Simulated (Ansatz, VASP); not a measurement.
AlN: VASP beside Ansatz

```
Al N
1.0
     0.00000    2.19000    2.19000
     2.19000    0.00000    2.19000
     2.19000    2.19000    0.00000
Al N
1 1
Direct
  0.00000 0.00000 0.00000
  0.25000 0.25000 0.25000
```

Alike in both runs: task single point; functional PBEsol; k mesh 8 × 8 × 8; occupations gaussian, width 0.1 eV; no spin polarisation.

|  | VASP | Ansatz |
| --- | --- | --- |
| version | VASP 6.6.1 | Ansatz 0.2.0 |
| potentials or method | VASP PAW PBE potentials, release 64 (Al, N), cutoff 600 eV | scalar-relativistic, plane waves, PAW |
| valence electrons in the cell | 8 | 8 |

Ansatz gave:

| Quantity | Value |
| --- | --- |
| gap on the k mesh at the Fermi level (eV) | 3.19 |
| least direct gap on the mesh (eV) | 4.04 |
| pressure (GPa) | -0.4 |

**Question.** Which values does VASP return?

**Answer.** gap on the k mesh at the Fermi level (eV): 3.18; least direct gap on the mesh (eV): 4.06; pressure (GPa): -0.5.

VASP's potentials were made for PBE, not for PBEsol, and Ansatz warns of the same on its side.
